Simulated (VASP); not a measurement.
# Na (P6/mmm) in VASP: a series of runs

Na is run at these levels: PBE; tasks: density of states.

All numbers are computed with VASP 6.6.1; they aren't measurements. Logs are shortened: lines on timing, memory, paths and dates and some standing lists are left out, and cuts for length are marked.

### 1 The cell of the first run

The structure is hexagonal, space group P6/mmm (No. 191). Conventional cell: a = 2.663 Å, b = 2.663 Å, c = 2.504 Å, α = 90.00°, β = 90.00°, γ = 120.00°. Na (site symmetry 6/mmm) has 8 Na at 2.50 to 2.66 Å within 3.3 Å.

### 2 Density of states, PBE (volume scaled by 0.4)

Contents of POSCAR:

```
Na
1.0
    2.6633010907      0.0000000000      0.0000000000
   -1.3316505454      2.3064864025      0.0000000000
    0.0000000000      0.0000000000      2.5035030253
Na
1
Direct
    0.0000000000      0.0000000000      0.0000000000
```

Contents of INCAR.step1:

```
ALGO = Normal ; EDIFF = 1E-6
ENCUT = 520 ; GGA = PE
ISIF = 2 ; ISMEAR = -1
LASPH = T ; LCHARG = T
LREAL = F ; LWAVE = F
NBANDS = 10 ; NELM = 80
PREC = Accurate ; SIGMA = 0.08
```

Contents of KPOINTS.step1:

```
k-points
0
Gamma
  13 13 12
```

Contents of INCAR.step2:

```
ALGO = Normal ; EDIFF = 1E-6
ENCUT = 520 ; GGA = PE
ICHARG = 11 ; ISIF = 2
ISMEAR = -5 ; LASPH = T
LCHARG = F ; LORBIT = 10
LREAL = F ; LWAVE = F
NEDOS = 1001 ; NELM = 80
PREC = Accurate ; SIGMA = 0.08
```

Contents of KPOINTS.step2:

```
k-points
0
Gamma
  20 20 18
```

Potentials or basis: VASP PAW PBE potentials, release 64 (Na_pv).

Launch:

```console
$ cat potpaw_PBE.64/Na_pv/POTCAR > POTCAR
$ cp INCAR.step1 INCAR
$ cp KPOINTS.step1 KPOINTS
$ mpirun -np 1 vasp_std > vasp.out
$ cp INCAR.step2 INCAR
$ cp KPOINTS.step2 KPOINTS
$ mpirun -np 1 vasp_std > vasp.out
```

OUTCAR:

```text
EDIFF = 1E-6
   ENCUT = 520
   GGA = PE
   ICHARG = 11
   ISIF = 2
   ISMEAR = -5
   LASPH = T
   LORBIT = 10
   LREAL = F
   NELM = 80
   PREC = Accurate

 ion  position               nearest neighbor table
   1  0.000  0.000  0.000-

  LATTYP: Found a hexagonal cell.
 ALAT       =     2.6633010907
 C/A-ratio  =     0.9400000000

  Lattice vectors:

 A1 = (   2.6633010907,   0.0000000000,   0.0000000000)
 A2 = (  -1.3316505454,   2.3064864025,   0.0000000000)
 A3 = (   0.0000000000,   0.0000000000,   2.5035030253)

Analysis of symmetry for initial positions (statically):
=====================================================================
 Subroutine PRICEL returns:
 Original cell was already a primitive cell.

 Routine SETGRP: Setting up the symmetry group for a
 hexagonal supercell.

 Subroutine GETGRP returns: Found 24 space group operations
 (whereof 24 operations were pure point group operations)
 out of a pool of 24 trial point group operations.

The static configuration has the point symmetry D_6h.

Analysis of symmetry for dynamics (positions and initial velocities):
=====================================================================
 Subroutine PRICEL returns:
 Original cell was already a primitive cell.

 Routine SETGRP: Setting up the symmetry group for a
 hexagonal supercell.

 Subroutine GETGRP returns: Found 24 space group operations
 (whereof 24 operations were pure point group operations)
 out of a pool of 24 trial point group operations.

The dynamic configuration has the point symmetry D_6h.

 Subroutine INISYM returns: Found 24 space group operations
 (whereof 24 operations are pure point group operations),
 and found     1 'primitive' translations

----------------------------------------------------------------------------------------

                                     Primitive cell

  volume of cell :      15.3787

  direct lattice vectors                    reciprocal lattice vectors
     2.663301091  0.000000000  0.000000000     0.375473882  0.216779947  0.000000000
    -1.331650545  2.306486403  0.000000000     0.000000000  0.433559894  0.000000000
     0.000000000  0.000000000  2.503503025     0.000000000  0.000000000  0.399440300

  length of vectors
     2.663301091  2.663301091  2.503503025     0.433559894  0.433559894  0.399440300

  position of ions in fractional coordinates (direct lattice)
     0.000000000  0.000000000  0.000000000

  ion indices of the primitive-cell ions
   primitive index   ion index
                 1           1

----------------------------------------------------------------------------------------

 KPOINTS: k-points

Automatic generation of k-mesh.
 Grid dimensions read from file:
 generate k-points for:   20   20   18

 Generating k-lattice:

  Cartesian coordinates                     Fractional coordinates (reciprocal lattice)
     0.018773694  0.010838997  0.000000000     0.050000000  0.000000000  0.000000000
     0.000000000  0.021677995  0.000000000     0.000000000  0.050000000  0.000000000
     0.000000000  0.000000000  0.022191128     0.000000000  0.000000000  0.055555556

  Length of vectors
     0.021677995  0.021677995  0.022191128

  Shift w.r.t. Gamma in fractional coordinates (k-lattice)
     0.000000000  0.000000000  0.000000000

 TETIRR: Found   7380 inequivalent tetrahedra from    43200

 Subroutine IBZKPT returns following result:
 ===========================================

 Found    440 irreducible k-points:

 Following reciprocal coordinates:
            Coordinates               Weight
  0.000000  0.000000  0.000000      1.000000
  0.050000  0.000000  0.000000      6.000000
  0.100000  0.000000  0.000000      6.000000
  0.150000  0.000000  0.000000      6.000000
  0.200000  0.000000  0.000000      6.000000
  0.250000  0.000000  0.000000      6.000000
[... 16 lines left out ...]
  0.200000  0.100000  0.000000     12.000000
  0.250000  0.100000  0.000000     12.000000
 [... further k-points ...]
   k-points           NKPTS =    440   k-points in BZ     NKDIM =    440   number of bands    NBANDS=      7
   number of dos      NEDOS =   1001   number of ions     NIONS =      1
   total plane-waves  NPLWV =   8000
   dimension x,y,z NGX =    20 NGY =   20 NGZ =   20
   dimension x,y,z NGXF=    40 NGYF=   40 NGZF=   40
   ions per type =               1
   NGX,Y,Z   is equivalent  to a cutoff of  12.48, 12.48, 13.28 a.u.
   NGXF,Y,Z  is equivalent  to a cutoff of  24.97, 24.97, 26.56 a.u.
 SYSTEM =  unknown system
   PREC   = accura    normal or accurate (medium, high low for compatibility)
   ISTART =      0    job   : 0-new  1-cont  2-samecut
   ICHARG =     11    charge: 1-file 2-atom 10-const
   ISPIN  =      1    spin polarized calculation?
   LNONCOLLINEAR =      F non collinear calculations
   LSORBIT =      F    spin-orbit coupling
   LASPH  =      T    aspherical Exc in radial PAW
   ENCUT  =  520.0 eV  38.22 Ry    6.18 a.u.   4.95  4.95  4.65*2*pi/ulx,y,z
   NELM   =     80;   NELMIN=  2; NELMDL=  0     # of ELM steps
   EDIFF  = 0.1E-05   stopping-criterion for ELM
   LREAL  =      F    real-space projection
   EDIFFG = 0.1E-04   stopping-criterion for IOM
   NSW    =      0    number of steps for IOM
   IBRION =     -1    ionic relax: 0-MD 1-quasi-New 2-CG
   NFREE  =      0    steps in history (QN), initial steepest desc. (CG)
   ISIF   =      2    stress and relaxation
   ISYM   =      2    0-nonsym 1-usesym 2-fastsym
   POTIM  = 0.5000    time-step for ionic-motion
   TEBEG  =    0.0;   TEEND  =   0.0 temperature during run
   PSTRESS=    0.0 pullay stress
   NELECT =       7.0000    total number of electrons
   NUPDOWN=      -1.0000    fix difference up-down
   EMIN   =  10.00;   EMAX   =-10.00  energy-range for DOS
   EFERMI =   0.00;   METHOD = LEGACY
   ISMEAR =    -5;   SIGMA  =   0.08  broadening in eV -4-tet -1-fermi 0-gaus
   EFERMI_NEDOS =   21; number of points for ismear=-14 and -15
   IALGO  =     38    algorithm
   IMIX   =      4    mixing-type and parameters
     AMIX     =   0.40;   BMIX     =  1.00
     AMIX_MAG =   1.60;   BMIX_MAG =  1.00
  volume/ion in A,a.u.               =      15.38       103.78
  Fermi-wavevector in a.u.,A,eV,Ry     =   1.259315  2.379760 21.577133  1.585875
  Thomas-Fermi vector in A             =   2.392881
   LORBIT       =     10    0 simple, 1 ext, 2 COOP (PROOUT), +10 PAW based schemes
   GGA     = PE    functional components
   LHFCALC =     F    Hartree Fock is set to
   AEXX    =    0.0000 exact exchange contribution
   IVDW    =     0    specifies the selected vdW correction
   LEPSILON=     F    determine dielectric tensor
   LRPA    =     F    only Hartree local field effects (RPA)
 non-spin polarized calculation
 Fermi weights with tetrahedron method with Bloechl corrections
  energy-cutoff  :      520.00
  volume of cell :       15.38
 maximum number of plane-waves:       431
 NGX is ok and might be reduce to    20

 number of electron       6.9999994 magnetization

 Free energy of the ion-electron system (eV)
  ---------------------------------------------------
  ext. energy  EPLUGINS =         0.00000000
  ---------------------------------------------------
  free energy    TOTEN  =        -0.05106341 eV

  energy without entropy =       -0.05106341  energy(sigma->0) =       -0.05106341

 E-fermi :   4.6710     XC(G=0):  -9.3644

 val. band max:        4.7061781768   @ k =   0.1500   0.0000   0.5000
 cond. band min:       4.6520372651   @ k =   0.4000   0.0500   0.1667
 fundamental gap:     -0.0541409117
 Fermi energy:         4.6710386781

 k-point     1 :       0.0000    0.0000    0.0000
  band No.  band energies     occupation
      1     -20.6702      2.00000
      2     -20.6702      2.00000
      3     -20.6281      2.00000
      4      -1.0164      2.00000
      5      17.8909      0.00000
      6      21.8578      0.00000
      7      21.8578      0.00000

 k-point     2 :       0.0500    0.0000    0.0000
  band No.  band energies     occupation
      1     -20.6864      2.00000
      2     -20.6734      2.00000
      3     -20.6265      2.00000
      4      -0.9376      2.00000
      5      17.9001      0.00000
      6      20.6223      0.00000
      7      21.7589      0.00000

 k-point     3 :       0.1000    0.0000    0.0000
  band No.  band energies     occupation
      1     -20.7330      2.00000
      2     -20.6826      2.00000
      3     -20.6217      2.00000
      4      -0.7032      2.00000
      5      17.8494      0.00000
      6      18.8540      0.00000
      7      21.4963      0.00000

 k-point     4 :       0.1500    0.0000    0.0000
  band No.  band energies     occupation
      1     -20.8048      2.00000
      2     -20.6969      2.00000
      3     -20.6143      2.00000
      4      -0.3183      2.00000
      5      16.7200      0.00000
      6      18.1718      0.00000
      7      21.1508      0.00000

 k-point     5 :       0.2000    0.0000    0.0000
  band No.  band energies     occupation
      1     -20.8939      2.00000
      2     -20.7148      2.00000
      3     -20.6050      2.00000
      4       0.2089      2.00000
      5      14.9722      0.00000
      6      18.1403      0.00000
      7      20.7863      0.00000
[... 161 lines left out ...]
 k-point    22 :       0.1500    0.1000    0.0000
  band No.  band energies     occupation
      1     -20.9193      2.00000
      2     -20.7317      2.00000
      3     -20.6013      2.00000
      4       0.4311      2.00000
      5      14.7154      0.00000
      6      17.1759      0.00000
      7      21.0877      0.00000

 k-point    23 :       0.2000    0.1000    0.0000
  band No.  band energies     occupation
      1     -21.0052      2.00000
      2     -20.7567      2.00000
      3     -20.5914      2.00000
      4       1.0847      2.00000
      5      13.1708      0.00000
      6      16.7094      0.00000
      7      21.2544      0.00000

 k-point    24 :       0.2500    0.1000    0.0000
  band No.  band energies     occupation
      1     -21.0896      2.00000
      2     -20.7817      2.00000
      3     -20.5815      2.00000
      4       1.8591      2.00000
      5      11.6493      0.00000
      6      16.2558      0.00000
      7      21.4764      0.00000

 [... further k-points ...]

------------------------ aborting loop because EDIFF is reached ----------------------------------------

  FORCE on cell =-STRESS in cart. coord.  units (eV):
  Direction    XX          YY          ZZ          XY          YZ          ZX
  --------------------------------------------------------------------------------------
  -------------------------------------------------------------------------------------
  Total        3.3973796      3.3973796      3.3205490     -0.0000000     -0.0000000      0.0000000
  in kB      353.9446667    353.9446667    345.9403208     -0.0000000     -0.0000000      0.0000000
  external PRESSURE =     351.2765514 kB  Pullay stress =       0.0000000 kB

 VOLUME and BASIS-vectors are now :
 -----------------------------------------------------------------------------
  energy-cutoff  :      520.00
  volume of cell :       15.38
      direct lattice vectors                 reciprocal lattice vectors
     2.663301091  0.000000000  0.000000000     0.375473882  0.216779947  0.000000000
    -1.331650545  2.306486403  0.000000000     0.000000000  0.433559894  0.000000000
     0.000000000  0.000000000  2.503503025     0.000000000  0.000000000  0.399440300

 POSITION                                       TOTAL-FORCE (eV/Angst)
 -----------------------------------------------------------------------------------
      0.00000      0.00000      0.00000         0.000000      0.000000      0.000000
 -----------------------------------------------------------------------------------
    total drift:                                0.000000      0.000000     -0.000000

  FREE ENERGIE OF THE ION-ELECTRON SYSTEM (eV)
  ---------------------------------------------------
  free  energy   TOTEN  =        -0.0510634098 eV

  energy  without entropy=       -0.0510634098  energy(sigma->0) =       -0.05106341

 total charge

# of ion       s       p       d       tot
------------------------------------------
    1        0.201   6.033   0.000   6.234
```

Wall time 29 s (1 thread of Intel Xeon Platinum 8375C at 2.90GHz (Ice Lake), shared host); peak memory 0.15 GiB.

Results:

```
Valence electrons inside the program's atomic spheres : Na 6.23
```

Levels at points of the mesh, in eV from the Fermi level:
```csv
k point,band 1,band 2,band 3,band 4,band 5,band 6,band 7
"(0.00, 0.00, 0.00)",-25.34,-25.34,-25.30,-5.69,13.22,17.19,17.19
"(0.50, 0.00, 0.00)",-25.96,-25.47,-25.23,0.63,1.87,12.77,14.92
"(0.00, 0.00, 0.50)",-25.99,-25.28,-25.28,-0.42,1.26,21.40,21.40
"(0.50, 0.00, 0.50)",-25.83,-25.83,-25.40,3.94,6.76,6.86,8.75
```

Caveat: the cell differs from its parent crystal (volume scaled by 0.4); tetrahedron occupations give inexact forces and stress in metals.

### 3 Density of states, PBE

This run uses another cell than the first one, of 38.45 Å³/atom, 2.500 times its volume.

Contents of POSCAR:

```
Na
1.0
    3.6146556995      0.0000000000      0.0000000000
   -1.8073278498      3.1303836617      0.0000000000
    0.0000000000      0.0000000000      3.3977763575
Na
1
Direct
    0.0000000000      0.0000000000      0.0000000000
```

Contents of INCAR.step1:

```
SYSTEM = Na
PREC = Accurate
ENCUT = 520
EDIFF = 1E-6
ISMEAR = -1
SIGMA = 0.08
LREAL = .FALSE.
LASPH = .TRUE.
NELM = 60
ALGO = Normal
ISIF = 2
LWAVE = .FALSE.
LCHARG = .TRUE.
GGA = PE
NBANDS = 10
```

Contents of KPOINTS.step1:

```
Automatic mesh
0
G
  13 13 12
  0 0 0
```

Contents of INCAR.step2:

```
SYSTEM = Na
PREC = Accurate
ENCUT = 520
EDIFF = 1E-6
ISMEAR = -5
SIGMA = 0.08
LREAL = .FALSE.
LASPH = .TRUE.
NELM = 60
ALGO = Normal
ISIF = 2
LWAVE = .FALSE.
LCHARG = .FALSE.
GGA = PE
LORBIT = 11
NBANDS = 10
NEDOS = 1001
ICHARG = 11
```

Contents of KPOINTS.step2:

```
Automatic mesh
0
G
  20 20 18
  0 0 0
```

Potentials or basis: VASP PAW PBE potentials, release 64 (Na_pv).

Launch:

```console
$ cat potpaw_PBE.64/Na_pv/POTCAR > POTCAR
$ cp INCAR.step1 INCAR
$ cp KPOINTS.step1 KPOINTS
$ mpirun -np 1 vasp_std > vasp.out
$ cp INCAR.step2 INCAR
$ cp KPOINTS.step2 KPOINTS
$ mpirun -np 1 vasp_std > vasp.out
```

Run time: 86 s. Hardware: 1 thread of Intel Xeon Platinum 8259CL at 2.50GHz (Skylake/Cascade Lake), shared host; peak memory 0.24 GiB.

It converged, with:

* Valence electrons inside the program's atomic spheres: Na 6.06

Levels at points of the mesh, in eV from the Fermi level:
```csv
k point,band 1,band 2,band 3,band 4,band 5,band 6,band 7,band 8
"(0.00, 0.00, 0.00)",-25.04,-25.04,-25.04,-3.23,8.51,9.51,10.76,10.76
"(0.50, 0.00, 0.00)",-25.08,-25.05,-25.04,0.44,0.82,7.78,7.98,12.26
"(0.00, 0.00, 0.50)",-25.09,-25.04,-25.04,0.00,0.11,13.06,13.06,13.53
"(0.50, 0.00, 0.50)",-25.08,-25.07,-25.05,3.38,3.56,3.63,4.52,10.48
```

Caveat: tetrahedron occupations give inexact forces and stress in metals.
